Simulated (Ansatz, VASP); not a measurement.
GaP in VASP and in Ansatz

```
Ga P
1.0
     3.59650    0.00000    0.00000
    -1.79825    3.11466    0.00000
     0.00000    0.00000    6.03053
Ga P
2 2
Direct
  0.00000 0.00000 0.00000
  0.00000 0.00000 0.50000
  0.33333 0.66667 0.25000
  0.66667 0.33333 0.75000
```

Alike in both runs: task single point; functional PBE; k mesh 6 × 6 × 4; occupations fermi-dirac, width 0.02 eV; no spin polarisation.

|  | VASP | Ansatz |
| --- | --- | --- |
| version | VASP 6.6.1 | Ansatz 0.2.0 |
| potentials or method | VASP PAW PBE potentials, release 64 (Ga_d, P) | plane waves, PAW |
| plane-wave cutoff (eV) | 520 | 420 |
| valence electrons in the cell | 36 | 36 |

VASP gave:

- pressure (GPa): 2.7
- traceless stress, the component that is largest in VASP (GPa): 2.51

Q: What did Ansatz give for the same quantities?

A: Pressure (GPa): 2.6; traceless stress, the component that is largest in VASP (GPa): 2.50.
